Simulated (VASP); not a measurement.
# IrO (P6_3/mmc) in VASP: notebook

Aim: see how the results for IrO move with the level of theory and the settings. Levels: PBE, PBE+U. Tasks: single point, relaxation of cell and atoms.

Everything below comes from runs of VASP 6.6.1. Logs are shortened: lines on timing, memory, paths and dates and some standing lists are left out, and cuts for length are marked.

## (1) The cell of the first run

It takes space group P6_3/mmc (No. 194, hexagonal). The conventional cell has a = 3.223 Å, b = 3.223 Å, c = 5.339 Å, α = 90.00°, β = 90.00°, γ = 120.00°. Within 3.0 Å of Ir (site symmetry -3m) lie 6 O at 2.29 Å and 2 Ir at 2.67 Å. O (site symmetry -6m2) has 6 Ir at 2.29 Å within 3.0 Å.

## (2) Single point, PBE

INCAR

```
SYSTEM = IrO
PREC = Accurate
ENCUT = 520
EDIFF = 1E-6
ISMEAR = 0
SIGMA = 0.1
LREAL = .False.
LASPH = .True.
NELM = 100
ALGO = Normal
ISIF = 2
LWAVE = .False.
LCHARG = .False.
GGA = PE
NBANDS = 23
```

KPOINTS

```
regular mesh
0
Gamma
  18 18 8
  0 0 0
```

POSCAR

```
IrO
1.0
    3.2230464679      0.0000000000      0.0000000000
   -1.6115232340      2.7912401188      0.0000000000
    0.0000000000      0.0000000000      5.3388651847
Ir O
2 2
Direct
    0.0000000000      0.0000000000      0.0000000000
    0.0000000000      0.0000000000      0.5000000000
    0.3333333333      0.6666666667      0.2500000000
    0.6666666667      0.3333333333      0.7500000000
```

Potentials or basis: VASP PAW PBE potentials, release 64 (Ir, O).

Launch:

```
> cat potpaw_PBE.64/Ir/POTCAR potpaw_PBE.64/O/POTCAR > POTCAR
> mpirun -np 1 vasp_std > vasp.out
```

OUTCAR:

```text
SYSTEM = IrO
   PREC = Accurate
   ENCUT = 520
   EDIFF = 1E-6
   ISMEAR = 0
   LREAL = .False.
   LASPH = .True.
   NELM = 100
   ISIF = 2
   GGA = PE

 ion  position               nearest neighbor table
   1  0.000  0.000  0.000-   3 2.29   4 2.29   4 2.29   3 2.29   4 2.29   3 2.29   2 2.67   2 2.67

   2  0.000  0.000  0.500-   3 2.29   4 2.29   4 2.29   3 2.29   4 2.29   3 2.29   1 2.67   1 2.67

   3  0.333  0.667  0.250-   1 2.29   2 2.29   1 2.29   2 2.29   1 2.29   2 2.29
   4  0.667  0.333  0.750-   1 2.29   2 2.29   1 2.29   2 2.29   1 2.29   2 2.29

  LATTYP: Found a hexagonal cell.
 ALAT       =     3.2230464679
 C/A-ratio  =     1.6564654708

  Lattice vectors:

 A1 = (   3.2230464679,   0.0000000000,   0.0000000000)
 A2 = (  -1.6115232340,   2.7912401188,   0.0000000000)
 A3 = (   0.0000000000,   0.0000000000,   5.3388651847)

Analysis of symmetry for initial positions (statically):
=====================================================================
 Subroutine PRICEL returns:
 Original cell was already a primitive cell.

 Routine SETGRP: Setting up the symmetry group for a
 hexagonal supercell.

 Subroutine GETGRP returns: Found 24 space group operations
 (whereof 12 operations were pure point group operations)
 out of a pool of 24 trial point group operations.

The static configuration has the point symmetry D_3d.
 The point group associated with its full space group is D_6h.

Analysis of symmetry for dynamics (positions and initial velocities):
=====================================================================
 Subroutine PRICEL returns:
 Original cell was already a primitive cell.

 Routine SETGRP: Setting up the symmetry group for a
 hexagonal supercell.

 Subroutine GETGRP returns: Found 24 space group operations
 (whereof 12 operations were pure point group operations)
 out of a pool of 24 trial point group operations.

The dynamic configuration has the point symmetry D_3d.
 The point group associated with its full space group is D_6h.

 Subroutine INISYM returns: Found 24 space group operations
 (whereof 12 operations are pure point group operations),
 and found     1 'primitive' translations

----------------------------------------------------------------------------------------

                                     Primitive cell

  volume of cell :      48.0300

  direct lattice vectors                    reciprocal lattice vectors
     3.223046468  0.000000000  0.000000000     0.310265462  0.179131848  0.000000000
    -1.611523234  2.791240119  0.000000000     0.000000000  0.358263696  0.000000000
[... 91 lines left out ...]
   EDIFFG = 0.1E-04   stopping-criterion for IOM
   NSW    =      0    number of steps for IOM
   IBRION =     -1    ionic relax: 0-MD 1-quasi-New 2-CG
   NFREE  =      0    steps in history (QN), initial steepest desc. (CG)
   ISIF   =      2    stress and relaxation
   ISYM   =      2    0-nonsym 1-usesym 2-fastsym
   POTIM  = 0.5000    time-step for ionic-motion
   TEBEG  =    0.0;   TEEND  =   0.0 temperature during run
   PSTRESS=    0.0 pullay stress
   NELECT =      30.0000    total number of electrons
   NUPDOWN=      -1.0000    fix difference up-down
   EMIN   =  10.00;   EMAX   =-10.00  energy-range for DOS
   EFERMI =   0.00;   METHOD = LEGACY
   ISMEAR =     0;   SIGMA  =   0.10  broadening in eV -4-tet -1-fermi 0-gaus
   EFERMI_NEDOS =   21; number of points for ismear=-14 and -15
   IALGO  =     38    algorithm
   IMIX   =      4    mixing-type and parameters
     AMIX     =   0.40;   BMIX     =  1.00
     AMIX_MAG =   1.60;   BMIX_MAG =  1.00
  volume/ion in A,a.u.               =      12.01        81.03
  Fermi-wavevector in a.u.,A,eV,Ry     =   1.399408  2.644498 26.644870  1.958343
  Thomas-Fermi vector in A             =   2.522470
   LORBIT       =      0    0 simple, 1 ext, 2 COOP (PROOUT), +10 PAW based schemes
   GGA     = PE    functional components
   LHFCALC =     F    Hartree Fock is set to
   AEXX    =    0.0000 exact exchange contribution
   IVDW    =     0    specifies the selected vdW correction
   LEPSILON=     F    determine dielectric tensor
   LRPA    =     F    only Hartree local field effects (RPA)
 non-spin polarized calculation
 Gauss-broadening in eV      SIGMA  =   0.10
  energy-cutoff  :      520.00
  volume of cell :       48.03
 maximum number of plane-waves:      1314
 NGX is ok and might be reduce to    24
   NGX = 11   NGY = 11   NGZ = 19

 number of electron      30.0000003 magnetization

 Free energy of the ion-electron system (eV)
  ---------------------------------------------------
  ext. energy  EPLUGINS =         0.00000000
  ---------------------------------------------------
  free energy    TOTEN  =       -24.35108053 eV

  energy without entropy =      -24.32939894  energy(sigma->0) =      -24.34023974

 E-fermi :   7.1947     XC(G=0): -12.5972

 val. band max:        7.1940014595   @ k =   0.2222   0.2222   0.0000
 cond. band min:       7.1951090611   @ k =   0.3333   0.2222   0.2500
 fundamental gap:      0.0011076016
 Fermi energy:         7.1946742176

 k-point     1 :       0.0000    0.0000    0.0000
  band No.  band energies     occupation
      1     -13.4092      2.00000
      2     -12.4514      2.00000
      3      -1.5189      2.00000
      4       0.2712      2.00000
      5       0.2712      2.00000
      6       1.9064      2.00000
[... 613 lines left out ...]
     22      16.1118      0.00000
     23      16.2213      0.00000

 [... further k-points ...]

------------------------ aborting loop because EDIFF is reached ----------------------------------------

  FORCE on cell =-STRESS in cart. coord.  units (eV):
  Direction    XX          YY          ZZ          XY          YZ          ZX
  --------------------------------------------------------------------------------------
  -------------------------------------------------------------------------------------
  Total        0.0852801      0.0852801      0.1948843     -0.0000000      0.0000000      0.0000000
  in kB        2.8447588      2.8447588      6.5009182     -0.0000000      0.0000000      0.0000000
  external PRESSURE =       4.0634786 kB  Pullay stress =       0.0000000 kB

 VOLUME and BASIS-vectors are now :
 -----------------------------------------------------------------------------
  energy-cutoff  :      520.00
  volume of cell :       48.03
      direct lattice vectors                 reciprocal lattice vectors
     3.223046468  0.000000000  0.000000000     0.310265462  0.179131848  0.000000000
    -1.611523234  2.791240119  0.000000000     0.000000000  0.358263696  0.000000000
     0.000000000  0.000000000  5.338865185     0.000000000  0.000000000  0.187305722

 POSITION                                       TOTAL-FORCE (eV/Angst)
 -----------------------------------------------------------------------------------
      0.00000      0.00000      0.00000         0.000000     -0.000000     -0.000000
      0.00000      0.00000      2.66943         0.000000     -0.000000     -0.000000
     -0.00000      1.86083      1.33472        -0.000000      0.000000      0.000000
      1.61152      0.93041      4.00415         0.000000      0.000000     -0.000000
 -----------------------------------------------------------------------------------
    total drift:                               -0.000000      0.000000     -0.000000

  FREE ENERGIE OF THE ION-ELECTRON SYSTEM (eV)
  ---------------------------------------------------
  free  energy   TOTEN  =       -24.3510805303 eV

  energy  without entropy=      -24.3293989432  energy(sigma->0) =      -24.34023974
```

stdout:

```text
POSCAR found type information on POSCAR IrO
 POSCAR found :  2 types and       4 ions
 scaLAPACK will be used
 LDA part: xc-table for (Slater+PW92), standard interpolation
 POSCAR, INCAR and KPOINTS ok, starting setup
 FFT: planning ... GRIDC
 FFT: planning ... GRID_SOFT
 FFT: planning ... GRID
 WAVECAR not read
 entering main loop
```

It took 3 min on 1 thread of Intel Xeon 8259CL, shared host; peak memory 0.27 GiB.

What came out:

```yaml
Free_energy: -24.3511 eV
Pressure: 0.4 GPa
Band_gap_on_the_k_mesh: zero (bands 15 and 16 overlap by 1.17 eV)
```

Stress tensor (GPa, compression positive):
```
0.28 0.00 0.00
0.00 0.28 0.00
0.00 0.00 0.65
```

Levels at points of the mesh, in eV from the Fermi level:
```csv
k point,band 13,band 14,band 15,band 16,band 17,band 18
"(0.00, 0.00, 0.00)",-2.18,-1.76,-0.15,-0.15,1.03,1.71
"(0.50, 0.00, 0.00)",-0.83,-0.51,-0.09,0.80,1.73,2.21
"(0.00, 0.00, 0.50)",-1.91,-1.91,0.43,0.43,0.43,0.43
"(0.50, 0.00, 0.50)",-0.49,-0.49,0.56,0.56,0.69,0.69
```

Caveat: spin-orbit coupling is left out, which moves the levels of the heavy elements.

## (3) Relaxation of cell and atoms, PBE

This run uses another cell than the first one, of 11.96 Å³/atom.

INCAR

```
SYSTEM = IrO
  PREC = Accurate
  ENCUT = 600
  EDIFF = 1E-6
  ISMEAR = 0
  SIGMA = 0.1
  LREAL = .False.
  LASPH = .True.
  NELM = 80
  ALGO = Normal
  ISIF = 3
  LWAVE = .False.
  LCHARG = .False.
  GGA = PE
  IBRION = 2
  NSW = 100
  EDIFFG = -0.01
```

KPOINTS

```
Automatic mesh
0
Gamma
  18 18 8
  0 0 0
```

POSCAR

```
IrO
1.0
    3.1947034775      0.0000000000      0.0000000000
   -1.5973517388      2.7666943691      0.0000000000
    0.0000000000      0.0000000000      5.4137025301
Ir O
2 2
Direct
    0.0000000000      0.0000000000      0.0000000000
    0.0000000000      0.0000000000      0.5000000000
    0.3333333333      0.6666666667      0.2500000000
    0.6666666667      0.3333333333      0.7500000000
```

Potentials or basis: VASP PAW PBE potentials, release 64 (Ir, O).

Launch:

```
> cat potpaw_PBE.64/Ir/POTCAR potpaw_PBE.64/O/POTCAR > POTCAR
> mpirun -np 1 vasp_std > vasp.out
```

Run time: 13 min. Hardware: 1 thread of Intel Xeon 8259CL, shared host; peak memory 0.31 GiB.

It converged, with:

* Free energy: -24.3549 eV
* Relaxed volume: 12.02 Å³/atom
* Relaxed cell: a = 3.221 Å, b = 3.221 Å, c = 5.350 Å, α = 90.00°, β = 90.00°, γ = 120.00°
* Space group after relaxing (to 0.1 Å): P6_3/mmc (No. 194)
* Energy gained by relaxing: 1.2 meV/atom
* Ionic steps: 5
* Pressure after relaxing: 0.0 GPa
* Band gap on the k mesh: zero (bands 15 and 16 overlap by 1.17 eV)

Stress tensor (GPa, compression positive):
```
 0.01  0.00  0.00
 0.00  0.01  0.00
 0.00  0.00 -0.07
```

The path:
| step | energy change (eV) | largest force (eV/Å) | pressure (GPa) | volume (Å³) |
| --- | --- | --- | --- | --- |
| 1 | 0.0000 | 0.0000 | -0.14 | 47.85 |
| 2 | -0.0028 | 0.0000 | 0.66 | 47.78 |
| 3 | -0.0033 | 0.0000 | 1.16 | 47.74 |
| 4 | -0.0047 | 0.0000 | 0.29 | 47.99 |
| 5 | -0.0048 | 0.0000 | -0.02 | 48.08 |

Final structure:
```xyz
4
Lattice="3.2214 0.0000 0.0000 -1.6107 2.7898 0.0000 0.0000 0.0000 5.3495" Properties=species:S:1:pos:R:3 pbc="T T T"
Ir   -1.6107    2.7898    0.0000
Ir    0.0000    0.0000    2.6748
O     0.0000    1.8599    1.3374
O     1.6107    0.9299    4.0122
```

Levels at points of the mesh, in eV from the Fermi level:
```tsv
k point	band 11	band 12	band 13	band 14	band 15	band 16	band 17	band 18	band 19
(0.00, 0.00, 0.00)	-2.72	-2.18	-2.18	-1.77	-0.15	-0.15	1.00	1.70	1.70
(0.50, 0.00, 0.00)	-1.25	-0.94	-0.82	-0.51	-0.09	0.80	1.74	2.20	4.53
(0.00, 0.00, 0.50)	-1.90	-1.90	-1.90	-1.90	0.43	0.43	0.43	0.43	1.29
(0.50, 0.00, 0.50)	-0.73	-0.73	-0.48	-0.48	0.57	0.57	0.69	0.69	4.25
```

Caveat: spin-orbit coupling is left out, which moves the levels of the heavy elements.

## (4) Single point, PBE+U

INCAR

```
PREC = Accurate
ENCUT = 520
EDIFF = 1E-7
ISMEAR = 0
SIGMA = 0.05
LREAL = F
LASPH = T
NELM = 150
ALGO = Normal
ISIF = 2
LWAVE = F
LCHARG = F
LMAXMIX = 4
LDAU = T
LDAUTYPE = 2
LDAUL = 2 -1
LDAUU = 4 0
LDAUJ = 0 0
LDAUPRINT = 1
GGA = PE
NBANDS = 23
```

KPOINTS

```
regular mesh
0
Gamma
  18 18 8
```

POSCAR

```
IrO
1.0
    3.2230464679      0.0000000000      0.0000000000
   -1.6115232340      2.7912401188      0.0000000000
    0.0000000000      0.0000000000      5.3388651847
Ir O
2 2
Direct
    0.0000000000      0.0000000000      0.0000000000
    0.0000000000      0.0000000000      0.5000000000
    0.3333333333      0.6666666667      0.2500000000
    0.6666666667      0.3333333333      0.7500000000
```

Launch:

```
> cat potpaw_PBE.64/Ir/POTCAR potpaw_PBE.64/O/POTCAR > POTCAR
> mpirun -np 1 vasp_std > vasp.out
```

Wall time 4.4 min (1 thread of Intel Xeon 8259CL, shared host); peak memory 0.27 GiB.

The run converged. Its results:

```yaml
Free_energy: -17.6768 eV
Pressure: -0.3 GPa
Band_gap_on_the_k_mesh: zero (bands 15 and 16 overlap by 1.24 eV)
```

Stress tensor (GPa, compression positive):
```
-3.52  0.00  0.00
 0.00 -3.52  0.00
 0.00  0.00  6.15
```

Levels at points of the mesh, in eV from the Fermi level:
```tsv
k point	band 12	band 13	band 14	band 15	band 16	band 17	band 18	band 19
(0.00, 0.00, 0.00)	-3.26	-3.26	-1.59	-0.16	-0.16	0.05	1.89	1.89
(0.50, 0.00, 0.00)	-2.29	-1.72	-0.57	-0.50	-0.04	2.05	2.50	4.72
(0.00, 0.00, 0.50)	-3.30	-3.30	-3.30	0.75	0.75	0.75	0.75	1.45
(0.50, 0.00, 0.50)	-2.01	-1.95	-1.95	0.91	0.91	1.06	1.06	4.42
```

Eigenvalues of the final occupation matrices:
```tsv
site	spin	trace	eigenvalues
site 1 d	1	3.69	0.42 0.42 0.95 0.95 0.95
site 1 d	2	3.69	0.42 0.42 0.95 0.95 0.95
site 2 d	1	3.69	0.42 0.42 0.95 0.95 0.95
site 2 d	2	3.69	0.42 0.42 0.95 0.95 0.95
```

Caveat: the stress differs along the axes, from -4 to 6 GPa; spin-orbit coupling is left out, which moves the levels of the heavy elements; U without spin polarisation on a metal has little footing.

## (5) Summary

| task | level | U | cell | cutoff (eV) | smearing | gap on the mesh (eV) | pressure (GPa) |
| --- | --- | --- | --- | --- | --- | --- | --- |
| single point | PBE | - | a = 3.223, b = 3.223, c = 5.339 Å, angles 90.0, 90.0, 120.0°, 4 atoms | 520 | gaussian 0.1 eV | none | 0.4 |
| relaxation of cell and atoms | PBE | - | relaxed from a = 3.195, b = 3.195, c = 5.414 Å, angles 90.0, 90.0, 120.0°, 4 atoms | 600 | gaussian 0.1 eV | none | 0.0 |
| single point | PBE+U | Ir d U = 4.0 eV | a = 3.223, b = 3.223, c = 5.339 Å, angles 90.0, 90.0, 120.0°, 4 atoms | 520 | gaussian 0.05 eV | none | -0.3 |

Alike in all rows: potentials or basis VASP PAW PBE potentials, release 64 (Ir, O); no spin polarisation; k mesh 18 × 18 × 8.

Caveats: spin-orbit coupling is left out, which moves the levels of the heavy elements; the stress differs along the axes, from -4 to 6 GPa (at least some runs); U without spin polarisation on a metal has little footing (at least some runs).

Absolute energies hang on the potentials; compare differences alone.
